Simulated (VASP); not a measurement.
# GaN (gallium nitride) (P6_3mc) in VASP: single point with PBE

Aim: the single point of GaN (gallium nitride) with PBE.

All numbers are computed with VASP 6.6.1; they aren't measurements. Logs are shortened: lines on timing, memory, paths and dates and some standing lists are left out, and cuts for length are marked.

## (1) The cell of the first run

It takes space group P6_3mc (No. 186, hexagonal). Conventional cell: a = 3.218 Å, b = 3.218 Å, c = 5.243 Å, α = 90.00°, β = 90.00°, γ = 120.00°. Within 2.6 Å of Ga (site symmetry 3m) lie 4 N at 1.97 to 1.98 Å. N (site symmetry 3m) has 4 Ga at 1.97 to 1.98 Å within 2.6 Å.

## (2) Single point, PBE

INCAR

```
SYSTEM = GaN
PREC     = Accurate       ! precision mode
ENCUT    = 520            ! plane-wave cutoff, eV
EDIFF    = 1E-7           ! SCF threshold, eV
ISMEAR   = 0              ! smearing method
SIGMA    = 0.01           ! smearing width, eV
LREAL    = .False.        ! projectors in reciprocal space
LASPH    = .True.         ! aspherical terms in the spheres
NELM     = 60             ! most SCF steps
ALGO     = Normal         ! electronic algorithm
ISIF     = 2              ! what is computed and relaxed
LWAVE    = .False.        ! write WAVECAR
LCHARG   = .True.         ! write CHGCAR
GGA      = PE             ! functional
LELF     = .True.         ! ELF
LVHAR    = .True.       
NBANDS   = 26             ! bands
```

KPOINTS

```
regular mesh
0
Gamma
  8 8 5
  0 0 0
```

POSCAR

```
GaN
1.0
    3.2180015676      0.0000000000      0.0000000000
   -1.6090007838      2.7868711069      0.0000000000
    0.0000000000      0.0000000000      5.2430239210
Ga N
2 2
Direct
    0.3333333333      0.6666666667      0.0000456741
    0.6666666667      0.3333333333      0.5000456741
    0.3333333333      0.6666666667      0.3767543259
    0.6666666667      0.3333333333      0.8767543259
```

Potentials or basis: VASP PAW PBE potentials, release 64 (Ga_d, N).

Run with:

```console
$ cat potpaw_PBE.64/Ga_d/POTCAR potpaw_PBE.64/N/POTCAR > POTCAR
$ mpirun -np 1 vasp_std > vasp.out
```

OUTCAR:

```text
SYSTEM = GaN
   PREC = Accurate
   ENCUT = 520
   EDIFF = 1E-7
   ISMEAR = 0
   LREAL = .False.
   LASPH = .True.
   NELM = 60
   ISIF = 2
   GGA = PE

 ion  position               nearest neighbor table
   1  0.333  0.667  0.000-   4 1.97   4 1.97   4 1.97   3 1.98
   2  0.667  0.333  0.500-   3 1.97   3 1.97   3 1.97   4 1.98
   3  0.333  0.667  0.377-   2 1.97   2 1.97   2 1.97   1 1.98
   4  0.667  0.333  0.877-   1 1.97   1 1.97   1 1.97   2 1.98

  LATTYP: Found a hexagonal cell.
 ALAT       =     3.2180015676
 C/A-ratio  =     1.6292794801

  Lattice vectors:

 A1 = (   3.2180015676,   0.0000000000,   0.0000000000)
 A2 = (  -1.6090007838,   2.7868711069,   0.0000000000)
 A3 = (   0.0000000000,   0.0000000000,   5.2430239210)

Analysis of symmetry for initial positions (statically):
=====================================================================
 Subroutine PRICEL returns:
 Original cell was already a primitive cell.

 Routine SETGRP: Setting up the symmetry group for a
 hexagonal supercell.

 Subroutine GETGRP returns: Found 12 space group operations
 (whereof  6 operations were pure point group operations)
 out of a pool of 24 trial point group operations.

The static configuration has the point symmetry C_3v.
 The point group associated with its full space group is C_6v.

Analysis of symmetry for dynamics (positions and initial velocities):
=====================================================================
 Subroutine PRICEL returns:
 Original cell was already a primitive cell.

 Routine SETGRP: Setting up the symmetry group for a
 hexagonal supercell.

 Subroutine GETGRP returns: Found 12 space group operations
 (whereof  6 operations were pure point group operations)
 out of a pool of 24 trial point group operations.

The dynamic configuration has the point symmetry C_3v.
 The point group associated with its full space group is C_6v.

 Subroutine INISYM returns: Found 12 space group operations
 (whereof  6 operations are pure point group operations),
 and found     1 'primitive' translations

----------------------------------------------------------------------------------------

                                     Primitive cell

  volume of cell :      47.0203

  direct lattice vectors                    reciprocal lattice vectors
     3.218001568  0.000000000  0.000000000     0.310751869  0.179412675  0.000000000
    -1.609000784  2.786871107  0.000000000     0.000000000  0.358825350  0.000000000
     0.000000000  0.000000000  5.243023921     0.000000000  0.000000000  0.190729628

  length of vectors
     3.218001568  3.218001568  5.243023921     0.358825350  0.358825350  0.190729628

  position of ions in fractional coordinates (direct lattice)
     0.333333333  0.666666667  0.000045674
     0.666666667  0.333333333  0.500045674
     0.333333333  0.666666667  0.376754326
     0.666666667  0.333333333  0.876754326

  ion indices of the primitive-cell ions
   primitive index   ion index
                 1           1
                 2           2
                 3           3
                 4           4

----------------------------------------------------------------------------------------

 KPOINTS: regular mesh

Automatic generation of k-mesh.
 Grid dimensions read from file:
 generate k-points for:    8    8    5

 Generating k-lattice:

  Cartesian coordinates                     Fractional coordinates (reciprocal lattice)
     0.038843984  0.022426584  0.000000000     0.125000000 -0.000000000  0.000000000
     0.000000000  0.044853169  0.000000000     0.000000000  0.125000000  0.000000000
     0.000000000  0.000000000  0.038145926     0.000000000  0.000000000  0.200000000

  Length of vectors
     0.044853169  0.044853169  0.038145926

  Shift w.r.t. Gamma in fractional coordinates (k-lattice)
     0.000000000  0.000000000  0.000000000

 Subroutine IBZKPT returns following result:
 ===========================================

 Found     30 irreducible k-points:

 Following reciprocal coordinates:
            Coordinates               Weight
  0.000000  0.000000  0.000000      1.000000
  0.125000  0.000000  0.000000      6.000000
  0.250000  0.000000  0.000000      6.000000
  0.375000  0.000000  0.000000      6.000000
  0.500000  0.000000  0.000000      3.000000
  0.125000  0.125000  0.000000      6.000000
[... 16 lines left out ...]
  0.250000  0.000000  0.400000     12.000000
  0.375000  0.000000  0.400000     12.000000
 [... further k-points ...]
   k-points           NKPTS =     30   k-points in BZ     NKDIM =     30   number of bands    NBANDS=     26
   number of dos      NEDOS =    301   number of ions     NIONS =      4
   total plane-waves  NPLWV =  23040
   dimension x,y,z NGX =    24 NGY =   24 NGZ =   40
   dimension x,y,z NGXF=    48 NGYF=   48 NGZF=   80
   ions per type =               2   2
   NGX,Y,Z   is equivalent  to a cutoff of  12.40, 12.40, 12.68 a.u.
   NGXF,Y,Z  is equivalent  to a cutoff of  24.80, 24.80, 25.37 a.u.
 SYSTEM =  GaN
   PREC   = accura    normal or accurate (medium, high low for compatibility)
   ISTART =      0    job   : 0-new  1-cont  2-samecut
   ICHARG =      2    charge: 1-file 2-atom 10-const
   ISPIN  =      1    spin polarized calculation?
   LNONCOLLINEAR =      F non collinear calculations
   LSORBIT =      F    spin-orbit coupling
   LASPH  =      T    aspherical Exc in radial PAW
   ENCUT  =  520.0 eV  38.22 Ry    6.18 a.u.   5.98  5.98  9.75*2*pi/ulx,y,z
   NELM   =     60;   NELMIN=  2; NELMDL= -5     # of ELM steps
   EDIFF  = 0.1E-06   stopping-criterion for ELM
   LREAL  =      F    real-space projection
   EDIFFG = 0.1E-05   stopping-criterion for IOM
   NSW    =      0    number of steps for IOM
   IBRION =     -1    ionic relax: 0-MD 1-quasi-New 2-CG
   NFREE  =      0    steps in history (QN), initial steepest desc. (CG)
   ISIF   =      2    stress and relaxation
   ISYM   =      2    0-nonsym 1-usesym 2-fastsym
   POTIM  = 0.5000    time-step for ionic-motion
   TEBEG  =    0.0;   TEEND  =   0.0 temperature during run
   PSTRESS=    0.0 pullay stress
   NELECT =      36.0000    total number of electrons
   NUPDOWN=      -1.0000    fix difference up-down
   EMIN   =  10.00;   EMAX   =-10.00  energy-range for DOS
   EFERMI =   0.00;   METHOD = LEGACY
   ISMEAR =     0;   SIGMA  =   0.01  broadening in eV -4-tet -1-fermi 0-gaus
   EFERMI_NEDOS =   21; number of points for ismear=-14 and -15
   IALGO  =     38    algorithm
   IMIX   =      4    mixing-type and parameters
     AMIX     =   0.40;   BMIX     =  1.00
     AMIX_MAG =   1.60;   BMIX_MAG =  1.00
  volume/ion in A,a.u.               =      11.76        79.33
  Fermi-wavevector in a.u.,A,eV,Ry     =   1.497663  2.830172 30.517779  2.242993
  Thomas-Fermi vector in A             =   2.609522
   LORBIT       =      0    0 simple, 1 ext, 2 COOP (PROOUT), +10 PAW based schemes
   GGA     = PE    functional components
   LHFCALC =     F    Hartree Fock is set to
   AEXX    =    0.0000 exact exchange contribution
   IVDW    =     0    specifies the selected vdW correction
   LEPSILON=     F    determine dielectric tensor
   LRPA    =     F    only Hartree local field effects (RPA)
 non-spin polarized calculation
 Gauss-broadening in eV      SIGMA  =   0.01
  energy-cutoff  :      520.00
  volume of cell :       47.02
 maximum number of plane-waves:      1279
 NGX is ok and might be reduce to    24
   NGX = 11   NGY = 11   NGZ = 19

 number of electron      35.9999955 magnetization

 Free energy of the ion-electron system (eV)
  ---------------------------------------------------
  ext. energy  EPLUGINS =         0.00000000
  ---------------------------------------------------
  free energy    TOTEN  =       -24.32731241 eV

  energy without entropy =      -24.32731241  energy(sigma->0) =      -24.32731241

 E-fermi :   5.0912     XC(G=0): -11.5164

 val. band max:        5.0122220810   @ k =   0.0000   0.0000   0.0000
 cond. band min:       6.7291759726   @ k =   0.0000   0.0000   0.0000
 fundamental gap:      1.7169538916
 Fermi energy:         5.0911726602

 k-point     1 :       0.0000    0.0000    0.0000
  band No.  band energies     occupation
      1     -10.7256      2.00000
      2      -9.9016      2.00000
      3      -8.4091      2.00000
      4      -8.3947      2.00000
      5      -8.3947      2.00000
      6      -8.3389      2.00000
[... 18 lines left out ...]
     25      16.5019      0.00000
     26      16.5019      0.00000

 k-point     2 :       0.1250    0.0000    0.0000
  band No.  band energies     occupation
      1     -10.5852      2.00000
      2      -9.8683      2.00000
      3      -8.3934      2.00000
      4      -8.3751      2.00000
      5      -8.3439      2.00000
      6      -8.3196      2.00000
[... 18 lines left out ...]
     25      16.0535      0.00000
     26      16.8126      0.00000

 k-point     3 :       0.2500    0.0000    0.0000
  band No.  band energies     occupation
      1     -10.2620      2.00000
      2      -9.8057      2.00000
      3      -8.3578      2.00000
      4      -8.3405      2.00000
      5      -8.2789      2.00000
      6      -8.2454      2.00000
[... 18 lines left out ...]
     25      16.2764      0.00000
     26      17.4844      0.00000

 k-point     4 :       0.3750    0.0000    0.0000
  band No.  band energies     occupation
      1      -9.9947      2.00000
      2      -9.7664      2.00000
      3      -8.3445      2.00000
      4      -8.3274      2.00000
      5      -8.2460      2.00000
      6      -8.1953      2.00000
[... 18 lines left out ...]
     25      16.7469      0.00000
     26      17.9692      0.00000
[... 496 lines left out ...]
      1     -10.2467      2.00000
      2     -10.0171      2.00000
      3      -8.3700      2.00000
      4      -8.3601      2.00000
      5      -8.3513      2.00000
      6      -8.3402      2.00000
[... 18 lines left out ...]
     25      15.4216      0.00000
     26      15.9156      0.00000

 k-point    23 :       0.2500    0.0000    0.4000
  band No.  band energies     occupation
      1     -10.0254      2.00000
      2      -9.8841      2.00000
      3      -8.3462      2.00000
      4      -8.3212      2.00000
      5      -8.3094      2.00000
      6      -8.2798      2.00000
[... 18 lines left out ...]
     25      16.1296      0.00000
     26      16.7101      0.00000

 k-point    24 :       0.3750    0.0000    0.4000
  band No.  band energies     occupation
      1      -9.8624      2.00000
      2      -9.7929      2.00000
      3      -8.3515      2.00000
      4      -8.3200      2.00000
      5      -8.2740      2.00000
      6      -8.2280      2.00000
[... 18 lines left out ...]
     25      16.4496      0.00000
     26      17.3453      0.00000

 [... further k-points ...]
[... 5 lines left out ...]
  --------------------------------------------------------------------------------------
  -------------------------------------------------------------------------------------
  Total        0.0421910      0.0421910      0.0438901      0.0000000      0.0000000      0.0000000
  in kB        1.4376238      1.4376238      1.4955207      0.0000000      0.0000000      0.0000000
  external PRESSURE =       1.4569228 kB  Pullay stress =       0.0000000 kB

 VOLUME and BASIS-vectors are now :
 -----------------------------------------------------------------------------
  energy-cutoff  :      520.00
  volume of cell :       47.02
      direct lattice vectors                 reciprocal lattice vectors
     3.218001568  0.000000000  0.000000000     0.310751869  0.179412675  0.000000000
    -1.609000784  2.786871107  0.000000000     0.000000000  0.358825350  0.000000000
     0.000000000  0.000000000  5.243023921     0.000000000  0.000000000  0.190729628

 POSITION                                       TOTAL-FORCE (eV/Angst)
 -----------------------------------------------------------------------------------
     -0.00000      1.85791      0.00024        -0.000000     -0.000000     -0.000430
      1.60900      0.92896      2.62175         0.000000     -0.000000     -0.000430
     -0.00000      1.85791      1.97533        -0.000000      0.000000      0.000430
      1.60900      0.92896      4.59684        -0.000000      0.000000      0.000430
 -----------------------------------------------------------------------------------
    total drift:                               -0.000001     -0.000001     -0.000509

  FREE ENERGIE OF THE ION-ELECTRON SYSTEM (eV)
  ---------------------------------------------------
  free  energy   TOTEN  =       -24.3273124095 eV

  energy  without entropy=      -24.3273124095  energy(sigma->0) =      -24.32731241
```

Run time: 32 s. Hardware: 1 thread of AMD EPYC 7R13 (Zen 3), shared host; peak memory 0.14 GiB.

Results:

| Quantity | Value |
| --- | --- |
| Free energy | -24.3273 eV |
| Pressure | 0.1 GPa |
| Band gap on the k mesh | 1.72 eV, direct |

Levels at points of the mesh, in eV from the valence-band top:
```
           k point  band 16  band 17  band 18  band 19  band 20  band 21
(0.00, 0.00, 0.00)    -0.04     0.00     0.00     1.72     4.07     9.02
(0.50, 0.00, 0.00)    -2.64    -2.12    -0.96     4.98     5.38     5.98
```
